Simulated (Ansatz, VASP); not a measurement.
# HfO2: VASP beside Ansatz

File INCAR:

```
SYSTEM = HfO2
ALGO = Normal ; EDIFF = 1E-7
ENCUT = 520 ; GGA = CA
ISIF = 2 ; ISMEAR = -1
LASPH = .True. ; LCHARG = .False.
LREAL = .False. ; LWAVE = .False.
NBANDS = 18 ; NELM = 100
PREC = Accurate ; SIGMA = 0.01
```

The input KPOINTS:

```
k-points
0
Gamma
  9 9 9
  0 0 0
```

Contents of POSCAR:

```
HfO2
1.0
    0.0000000000      2.5911551753      2.5911551753
    2.5911551753      0.0000000000      2.5911551753
    2.5911551753      2.5911551753      0.0000000000
Hf O
1 2
Direct
    0.0000000000      0.0000000000      0.0000000000
    0.2500000000      0.2500000000      0.2500000000
    0.7500000000      0.7500000000      0.7500000000
```

Input for Ansatz:

```yaml
crystal:
  lattice:
    - [0.0, 2.5911551753, 2.5911551753]
    - [2.5911551753, 0.0, 2.5911551753]
    - [2.5911551753, 2.5911551753, 0.0]
  atoms:
    - { symbol: Hf, position: [0.0, 0.0, 0.0] }
    - { symbol: O, position: [0.25, 0.25, 0.25] }
    - { symbol: O, position: [0.75, 0.75, 0.75] }
kpoints:
  mp_grid: { grid: [9, 9, 9] }
  band_path:
    path:
      - [0.0, 0.0, 0.0]
      - [0.5, 0.0, 0.5]
      - [0.625, 0.25, 0.625]
      - [0.375, 0.375, 0.75]
      - [0.0, 0.0, 0.0]
      - [0.5, 0.5, 0.5]
      - [0.5, 0.25, 0.75]
      - [0.5, 0.0, 0.5]
    npoints: 5
scf:
  occupations: { method: fermi_dirac, width: 0.01 }
hamiltonian:
  xc: lda
  pseudopotentials: { kind: all_electron, lapw: { basis_error: 0.001 } }
output:
  forces: true
  stress: true
  eigenvalues: true
```

Change from the starting cell: volume scaled by 1.04.

Alike in both runs: task single point; functional LDA; k mesh 9 × 9 × 9; occupations fermi-dirac, width 0.01 eV; no spin polarisation.

|  | VASP | Ansatz |
| --- | --- | --- |
| version | VASP 6.6.1 | Ansatz 0.2.0 |
| potentials or method | VASP PAW LDA potentials, release 64 (Hf_pv, O), cutoff 520 eV | all-electron LAPW, scalar-relativistic |

Ansatz gave:

```
gap on the k mesh at the Fermi level (eV) : 3.51
pressure (GPa)                            : -24.0
```

**Question.** Estimate VASP's values.

**Answer.** gap on the k mesh at the Fermi level (eV): 3.52; pressure (GPa): -26.6.

LDA's correlation is that of Perdew and Zunger in VASP and of Perdew and Wang (1992) in Ansatz. Ansatz ran all-electron here, and VASP with PAW potentials.

Neither program's run includes spin-orbit coupling.
